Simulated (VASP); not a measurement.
# NaCl (R-3m) in VASP: notebook, part 2 of 2

VASP 6.6.1. The steps go on from the part before.

### Step 3. Single point, PBE (epitaxial 111 strain +4.0%)

INCAR

```
ALGO     = Normal         # electronic algorithm
EDIFF    = 1E-6           # SCF threshold, eV
ENCUT    = 520            # plane-wave cutoff, eV
GGA      = PE             # functional
ISIF     = 2              # what is computed and relaxed
ISMEAR   = -1             # smearing method
LASPH    = True           # aspherical terms in the spheres
LCHARG   = False          # write CHGCAR
LREAL    = False          # projectors in reciprocal space
LWAVE    = False          # write WAVECAR
NBANDS   = 14             # bands
NELM     = 100            # most SCF steps
PREC     = Accurate       # precision mode
SIGMA    = 0.02           # smearing width, eV
```

KPOINTS

```
k-points
0
Gamma
  8 8 8
```

POSCAR

```
NaCl
1.0
   -0.1342974742      2.7805092875      2.7805092875
    2.7805092875     -0.1342974742      2.7805092875
    2.7805092875      2.7805092875     -0.1342974742
Na Cl
1 1
Direct
    0.0000000000      0.0000000000      0.0000000000
    0.5000000000      0.5000000000      0.5000000000
```

Potentials or basis: VASP PAW PBE potentials, release 64 (Na_pv, Cl).

Command:

```sh
> cat potpaw_PBE.64/Na_pv/POTCAR potpaw_PBE.64/Cl/POTCAR > POTCAR
> mpirun -np 1 vasp_std > vasp.out
```

OUTCAR:

```text
EDIFF = 1E-6
   ENCUT = 520
   GGA = PE
   ISIF = 2
   ISMEAR = -1
   LASPH = True
   LREAL = False
   NELM = 100
   PREC = Accurate

 ion  position               nearest neighbor table
   1  0.000  0.000  0.000-
   2  0.500  0.500  0.500-

  LATTYP: Found a trigonal (rhomboedric) cell.
 ALAT       =     3.9345266052
 COS(alpha) =     0.4511741434

  Lattice vectors:

 A1 = (  -0.1342974742,   2.7805092875,   2.7805092875)
 A2 = (   2.7805092875,  -0.1342974742,   2.7805092875)
 A3 = (   2.7805092875,   2.7805092875,  -0.1342974742)

Analysis of symmetry for initial positions (statically):
=====================================================================
 Subroutine PRICEL returns:
 Original cell was already a primitive cell.

 Routine SETGRP: Setting up the symmetry group for a
 trigonal (rhombohedral) supercell.

 Subroutine GETGRP returns: Found 12 space group operations
 (whereof 12 operations were pure point group operations)
 out of a pool of 12 trial point group operations.

The static configuration has the point symmetry D_3d.

Analysis of symmetry for dynamics (positions and initial velocities):
=====================================================================
 Subroutine PRICEL returns:
 Original cell was already a primitive cell.

 Routine SETGRP: Setting up the symmetry group for a
 trigonal (rhombohedral) supercell.

 Subroutine GETGRP returns: Found 12 space group operations
 (whereof 12 operations were pure point group operations)
 out of a pool of 12 trial point group operations.

The dynamic configuration has the point symmetry D_3d.

 Subroutine INISYM returns: Found 12 space group operations
 (whereof 12 operations are pure point group operations),
 and found     1 'primitive' translations

----------------------------------------------------------------------------------------

                                     Primitive cell

  volume of cell :      46.1060

  direct lattice vectors                    reciprocal lattice vectors
    -0.134297474  2.780509288  2.780509288    -0.167292832  0.175783084  0.175783084
     2.780509288 -0.134297474  2.780509288     0.175783084 -0.167292832  0.175783084
     2.780509288  2.780509288 -0.134297474     0.175783084  0.175783084 -0.167292832

  length of vectors
     3.934526605  3.934526605  3.934526605     0.299643583  0.299643583  0.299643583

  position of ions in fractional coordinates (direct lattice)
     0.000000000  0.000000000  0.000000000
     0.500000000  0.500000000  0.500000000

  ion indices of the primitive-cell ions
   primitive index   ion index
                 1           1
                 2           2

----------------------------------------------------------------------------------------

 KPOINTS: k-points

Automatic generation of k-mesh.
 Grid dimensions read from file:
 generate k-points for:    8    8    8

 Generating k-lattice:

  Cartesian coordinates                     Fractional coordinates (reciprocal lattice)
    -0.020911604  0.021972885  0.021972885     0.125000000  0.000000000 -0.000000000
     0.021972885 -0.020911604  0.021972885     0.000000000  0.125000000 -0.000000000
     0.021972885  0.021972885 -0.020911604     0.000000000  0.000000000  0.125000000

  Length of vectors
     0.037455448  0.037455448  0.037455448

  Shift w.r.t. Gamma in fractional coordinates (k-lattice)
     0.000000000  0.000000000  0.000000000

 Subroutine IBZKPT returns following result:
 ===========================================

 Found     65 irreducible k-points:

 Following reciprocal coordinates:
            Coordinates               Weight
  0.000000  0.000000  0.000000      1.000000
  0.125000 -0.000000 -0.000000      6.000000
  0.250000 -0.000000 -0.000000      6.000000
  0.375000  0.000000  0.000000      6.000000
  0.500000 -0.000000 -0.000000      3.000000
  0.125000  0.125000  0.000000      6.000000
[... 16 lines left out ...]
  0.250000  0.125000  0.125000      6.000000
  0.375000  0.125000  0.125000      6.000000
 [... further k-points ...]
   k-points           NKPTS =     65   k-points in BZ     NKDIM =     65   number of bands    NBANDS=     14
   number of dos      NEDOS =    301   number of ions     NIONS =      2
   total plane-waves  NPLWV =  27000
   dimension x,y,z NGX =    30 NGY =   30 NGZ =   30
   dimension x,y,z NGXF=    60 NGYF=   60 NGZF=   60
   ions per type =               1   1
   NGX,Y,Z   is equivalent  to a cutoff of  12.68, 12.68, 12.68 a.u.
   NGXF,Y,Z  is equivalent  to a cutoff of  25.35, 25.35, 25.35 a.u.
 SYSTEM =  unknown system
   PREC   = accura    normal or accurate (medium, high low for compatibility)
   ISTART =      0    job   : 0-new  1-cont  2-samecut
   ICHARG =      2    charge: 1-file 2-atom 10-const
   ISPIN  =      1    spin polarized calculation?
   LNONCOLLINEAR =      F non collinear calculations
   LSORBIT =      F    spin-orbit coupling
   LASPH  =      T    aspherical Exc in radial PAW
   ENCUT  =  520.0 eV  38.22 Ry    6.18 a.u.   7.32  7.32  7.32*2*pi/ulx,y,z
   NELM   =    100;   NELMIN=  2; NELMDL= -5     # of ELM steps
   EDIFF  = 0.1E-05   stopping-criterion for ELM
   LREAL  =      F    real-space projection
   EDIFFG = 0.1E-04   stopping-criterion for IOM
   NSW    =      0    number of steps for IOM
   IBRION =     -1    ionic relax: 0-MD 1-quasi-New 2-CG
   NFREE  =      0    steps in history (QN), initial steepest desc. (CG)
   ISIF   =      2    stress and relaxation
   ISYM   =      2    0-nonsym 1-usesym 2-fastsym
   POTIM  = 0.5000    time-step for ionic-motion
   TEBEG  =    0.0;   TEEND  =   0.0 temperature during run
   PSTRESS=    0.0 pullay stress
   NELECT =      14.0000    total number of electrons
   NUPDOWN=      -1.0000    fix difference up-down
   EMIN   =  10.00;   EMAX   =-10.00  energy-range for DOS
   EFERMI =   0.00;   METHOD = LEGACY
   ISMEAR =    -1;   SIGMA  =   0.02  broadening in eV -4-tet -1-fermi 0-gaus
   EFERMI_NEDOS =   21; number of points for ismear=-14 and -15
   IALGO  =     38    algorithm
   IMIX   =      4    mixing-type and parameters
     AMIX     =   0.40;   BMIX     =  1.00
     AMIX_MAG =   1.60;   BMIX_MAG =  1.00
  volume/ion in A,a.u.               =      23.05       155.57
  Fermi-wavevector in a.u.,A,eV,Ry     =   1.100352  2.079365 16.473602  1.210776
  Thomas-Fermi vector in A             =   2.236762
   LORBIT       =      0    0 simple, 1 ext, 2 COOP (PROOUT), +10 PAW based schemes
   GGA     = PE    functional components
   LHFCALC =     F    Hartree Fock is set to
   AEXX    =    0.0000 exact exchange contribution
   IVDW    =     0    specifies the selected vdW correction
   LEPSILON=     F    determine dielectric tensor
   LRPA    =     F    only Hartree local field effects (RPA)
 non-spin polarized calculation
  energy-cutoff  :      520.00
  volume of cell :       46.11
 maximum number of plane-waves:      1260
 NGX is ok and might be reduce to    30
   NGX = 15   NGY = 15   NGZ = 15

 number of electron      13.9999993 magnetization

 Free energy of the ion-electron system (eV)
  ---------------------------------------------------
  ext. energy  EPLUGINS =         0.00000000
  ---------------------------------------------------
  free energy    TOTEN  =        -6.76668284 eV

  energy without entropy =       -6.76668284  energy(sigma->0) =       -6.76668284

 E-fermi :  -0.2544     XC(G=0):  -8.0502

 val. band max:       -0.7202281581   @ k =   0.0000   0.0000   0.0000
 cond. band min:       4.0976052952   @ k =   0.0000   0.0000   0.0000
 fundamental gap:      4.8178334533
 Fermi energy:        -0.2543912816

 k-point     1 :       0.0000    0.0000    0.0000
  band No.  band energies     occupation
      1     -21.7808      2.00000
      2     -21.7704      2.00000
      3     -21.7704      2.00000
      4     -13.4769      2.00000
      5      -0.9504      2.00000
      6      -0.9504      2.00000
      7      -0.7202      2.00000
      8       4.0976      0.00000
      9       9.8949      0.00000
     10       9.8949      0.00000
     11      10.9211      0.00000
     12      12.3715      0.00000
     13      12.3715      0.00000
     14      13.8477      0.00000
[... 375 lines left out ...]
 k-point    24 :       0.3750    0.1250    0.1250
  band No.  band energies     occupation
      1     -21.7934      2.00000
      2     -21.7782      2.00000
      3     -21.7708      2.00000
      4     -13.2587      2.00000
      5      -2.1936      2.00000
      6      -1.1402      2.00000
      7      -1.0813      2.00000
      8       6.2252      0.00000
      9       8.6958      0.00000
     10      10.1652      0.00000
     11      10.4650      0.00000
     12      11.4852      0.00000
     13      13.8935      0.00000
     14      15.5496      0.00000

 [... further k-points ...]
[... 5 lines left out ...]
  --------------------------------------------------------------------------------------
  -------------------------------------------------------------------------------------
  Total       -0.0006552     -0.0006552     -0.0006552      0.1500301      0.1500301      0.1500301
  in kB       -0.0227692     -0.0227692     -0.0227692      5.2135324      5.2135324      5.2135324
  external PRESSURE =      -0.0227692 kB  Pullay stress =       0.0000000 kB

 VOLUME and BASIS-vectors are now :
 -----------------------------------------------------------------------------
  energy-cutoff  :      520.00
  volume of cell :       46.11
      direct lattice vectors                 reciprocal lattice vectors
    -0.134297474  2.780509288  2.780509288    -0.167292832  0.175783084  0.175783084
     2.780509288 -0.134297474  2.780509288     0.175783084 -0.167292832  0.175783084
     2.780509288  2.780509288 -0.134297474     0.175783084  0.175783084 -0.167292832

 POSITION                                       TOTAL-FORCE (eV/Angst)
 -----------------------------------------------------------------------------------
      0.00000      0.00000      0.00000         0.000000      0.000000     -0.000000
      2.71336      2.71336      2.71336        -0.000000     -0.000000      0.000000
 -----------------------------------------------------------------------------------
    total drift:                               -0.000000      0.000000      0.000000

  FREE ENERGIE OF THE ION-ELECTRON SYSTEM (eV)
  ---------------------------------------------------
  free  energy   TOTEN  =        -6.7666828363 eV

  energy  without entropy=       -6.7666828363  energy(sigma->0) =       -6.76668284
```

Wall time 63 s (1 thread of AMD EPYC 7R13, shared host); peak memory 0.15 GiB.

What came out:

```
Free energy            : -6.7667 eV
Pressure               : 0.0 GPa
Band gap on the k mesh : 4.82 eV, direct
```

Stress tensor (GPa, compression positive):
```
0.00 0.52 0.52
0.52 0.00 0.52
0.52 0.52 0.00
```

Caveat: the cell differs from its parent crystal (epitaxial 111 strain +4.0%). A k mesh can miss the band edges.

### Step 4. Single point, r2SCAN (epitaxial 111 strain +4.0%)

POSCAR is that of step 3.

INCAR.step1

```
SYSTEM = NaCl
PREC     = Accurate       ! precision mode
ENCUT    = 520            ! plane-wave cutoff, eV
ISMEAR   = 0              ! smearing method
SIGMA    = 0.01           ! smearing width, eV
LREAL    = .False.        ! projectors in reciprocal space
LASPH    = .True.         ! aspherical terms in the spheres
NELM     = 60             ! most SCF steps
NBANDS   = 14             ! bands
GGA      = PE             ! functional
ALGO     = Normal         ! electronic algorithm
EDIFF    = 1E-4           ! SCF threshold, eV
LWAVE    = .True.         ! write WAVECAR
LCHARG   = .False.        ! write CHGCAR
```

INCAR.step2

```
SYSTEM = NaCl
PREC     = Accurate       ! precision mode
ENCUT    = 520            ! plane-wave cutoff, eV
EDIFF    = 1E-6           ! SCF threshold, eV
ISMEAR   = 0              ! smearing method
SIGMA    = 0.01           ! smearing width, eV
LREAL    = .False.        ! projectors in reciprocal space
LASPH    = .True.         ! aspherical terms in the spheres
NELM     = 60             ! most SCF steps
ALGO     = Normal         ! electronic algorithm
ISIF     = 2              ! what is computed and relaxed
LWAVE    = .False.        ! write WAVECAR
LCHARG   = .False.        ! write CHGCAR
METAGGA  = R2SCAN         ! meta-GGA
LMIXTAU  = .True.       
NBANDS   = 14             ! bands
ISTART   = 1
```

KPOINTS

```
Automatic mesh
0
Gamma
  8 8 8
  0 0 0
```

Potentials or basis: VASP PAW PBE potentials, release 64 (Na_pv, Cl).

Command:

```sh
> cat potpaw_PBE.64/Na_pv/POTCAR potpaw_PBE.64/Cl/POTCAR > POTCAR
> cp INCAR.step1 INCAR
> mpirun -np 1 vasp_std > vasp.out
> cp INCAR.step2 INCAR
> mpirun -np 1 vasp_std > vasp.out
```

OUTCAR:

```text
SYSTEM = NaCl
   PREC = Accurate
   ENCUT = 520
   EDIFF = 1E-6
   ISMEAR = 0
   LREAL = .False.
   LASPH = .True.
   NELM = 60
   ISIF = 2
   METAGGA = R2SCAN
   ISTART = 1

 ion  position               nearest neighbor table
   1  0.000  0.000  0.000-
   2  0.500  0.500  0.500-

  LATTYP: Found a trigonal (rhomboedric) cell.
 ALAT       =     3.9345266052
 COS(alpha) =     0.4511741434

  Lattice vectors:

 A1 = (  -0.1342974742,   2.7805092875,   2.7805092875)
 A2 = (   2.7805092875,  -0.1342974742,   2.7805092875)
[... 585 lines left out ...]
      9       8.9476      0.00000
     10      10.5534      0.00000
     11      10.8317      0.00000
     12      11.7892      0.00000
     13      14.2947      0.00000
     14      16.2216      0.00000

 [... further k-points ...]
[... 5 lines left out ...]
  --------------------------------------------------------------------------------------
  -------------------------------------------------------------------------------------
  Total       -0.3844725     -0.3844725     -0.3844725      0.1626171      0.1626171      0.1626171
  in kB      -13.3603804    -13.3603804    -13.3603804      5.6509266      5.6509266      5.6509266
  external PRESSURE =     -13.3603804 kB  Pullay stress =       0.0000000 kB

 VOLUME and BASIS-vectors are now :
 -----------------------------------------------------------------------------
  energy-cutoff  :      520.00
  volume of cell :       46.11
      direct lattice vectors                 reciprocal lattice vectors
    -0.134297474  2.780509288  2.780509288    -0.167292832  0.175783084  0.175783084
     2.780509288 -0.134297474  2.780509288     0.175783084 -0.167292832  0.175783084
     2.780509288  2.780509288 -0.134297474     0.175783084  0.175783084 -0.167292832

 POSITION                                       TOTAL-FORCE (eV/Angst)
 -----------------------------------------------------------------------------------
      0.00000      0.00000      0.00000        -0.000000      0.000000      0.000000
      2.71336      2.71336      2.71336         0.000000     -0.000000     -0.000000
 -----------------------------------------------------------------------------------
    total drift:                               -0.000000      0.000000      0.000000

  FREE ENERGIE OF THE ION-ELECTRON SYSTEM (eV)
  ---------------------------------------------------
  free  energy   TOTEN  =       -13.7671806331 eV

  energy  without entropy=      -13.7671806331  energy(sigma->0) =      -13.76718063
```

It took 2 min on 1 thread of AMD EPYC 7R13 (Zen 3), shared host; peak memory 0.16 GiB.

Results:

| Item | Value |
| --- | --- |
| Free energy | -13.7672 eV |
| Pressure | -1.3 GPa |
| Band gap on the k mesh | 5.62 eV, direct |

Caveat: the cell differs from its parent crystal (epitaxial 111 strain +4.0%); the PAW data sets were made with another functional, which shifts forces and pressure a little. A k mesh can miss the band edges.

### Step 5. Overview

| level | k mesh | smearing | gap on the mesh (eV) | pressure (GPa) |
| --- | --- | --- | --- | --- |
| PBE | 4 × 4 × 4 | gaussian 0.01 eV | 4.82 | 0.0 |
| PBE | 8 × 8 × 8 | fermi-dirac 0.02 eV | 4.82 | 0.0 |
| r2SCAN | 8 × 8 × 8 | gaussian 0.01 eV | 5.62 | -1.3 |

Alike in all rows: task single point; potentials or basis VASP PAW PBE potentials, release 64 (Na_pv, Cl); no spin polarisation; cell as given; cutoff (eV) 520.

Caveats: some runs use coarse meshes; the PAW data sets were made with another functional, which shifts forces and pressure a little (some runs).

Total energies depend on the potentials used, so only differences within one code and one set of settings carry meaning.
